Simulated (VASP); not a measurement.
Write the native input for VASP 6.6.1 that does the following.

| Item | Value |
| --- | --- |
| Task | single point |
| Functional | LDA |
| Potentials or basis | VASP PAW LDA potentials, release 64 (Li_sv, F) |
| Cutoff | 520 eV |
| k mesh | 9 × 9 × 6 |
| Occupations | gaussian, width 0.05 eV |
| Spin | no spin polarisation |
| Dipole correction | no |
| Further INCAR settings | ALGO = Normal; EDIFF = 1e-07; NBANDS = 18 |

The structure of LiF lies in POSCAR:

```
LiF
1.0
    3.0136112339      0.0000000000      0.0000000000
   -1.5068056169      2.6098638857      0.0000000000
    0.0000000000      0.0000000000      4.1072507506
Li F
2 2
Direct
    0.3333333333      0.6666666667      0.3839784076
    0.6666666667      0.3333333333      0.8839784076
    0.3333333333      0.6666666667      0.9910195924
    0.6666666667      0.3333333333      0.4910195924
```

These files were run (other wordings do the same):

INCAR

```
SYSTEM = LiF
PREC = Accurate
ENCUT = 520
EDIFF = 1E-7
ISMEAR = 0
SIGMA = 0.05
LREAL = .False.
LASPH = .True.
NELM = 100
ALGO = Normal
ISIF = 2
LWAVE = .False.
LCHARG = .False.
NBANDS = 18
```

KPOINTS

```
regular mesh
0
Gamma
  9 9 6
  0 0 0
```

Potentials or basis: VASP PAW LDA potentials, release 64 (Li_sv, F).

Launch:

```console
$ cat potpaw_LDA.64/Li_sv/POTCAR potpaw_LDA.64/F/POTCAR > POTCAR
$ mpirun -np 1 vasp_std > vasp.out
```

Results of the run:

```yaml
Largest_force: 1.364 eV/Å
Band_gap_on_the_k_mesh: 8.46 eV
```

Caveat: forces of over 1 eV/Å act on the atoms, so gaps and moduli don't describe the material at rest.

Wall time 15 s on 1 thread of Intel(R) Xeon(R) Platinum 8259CL CPU @ 2.50GHz (Skylake/Cascade Lake), on a shared host, peak memory 0.14 GiB.
